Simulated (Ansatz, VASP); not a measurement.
NaH: VASP beside Ansatz

```xyz
2
Lattice="2.9551 0.0000 0.0000 0.0000 2.9551 0.0000 0.0000 0.0000 2.9847" Properties=species:S:1:pos:R:3 pbc="T T T"
Na    0.0000    0.0000    0.0000
H     1.4776    1.4776    1.4923
```

Change from the starting cell: strain +0.0100 x Voigt [0, 0, 1, 0, 0, 0], atoms carried along.

Alike in both runs: task single point; functional LDA; k mesh 12 × 12 × 12; occupations gaussian, width 0.05 eV; no spin polarisation.

```csv
,VASP,Ansatz
version,VASP 6.6.1,Ansatz 0.2.0
potentials or method,"VASP PAW LDA potentials, release 64 (Na_pv, H), cutoff 520 eV","scalar-relativistic, plane waves, PAW"
valence electrons in the cell,8,10
```

|  | VASP | Ansatz | Ansatz less VASP |
| --- | --- | --- | --- |
| gap on the k mesh at the Fermi level (eV) | 0.52 | 0.52 | +0.002 |
| least direct gap on the mesh (eV) | 4.10 | 4.10 | +0.003 |
| pressure (GPa) | -2.3 | -2.2 | +0.05 |
| traceless stress, the component that is largest in VASP (GPa) | -0.73 | -0.73 | 0.000 |

LDA's correlation is that of Perdew and Zunger in VASP and of Perdew and Wang (1992) in Ansatz. VASP's potentials hold 8 valence electrons a cell and Ansatz's 10, so a difference there can come from the potentials and not from the codes.
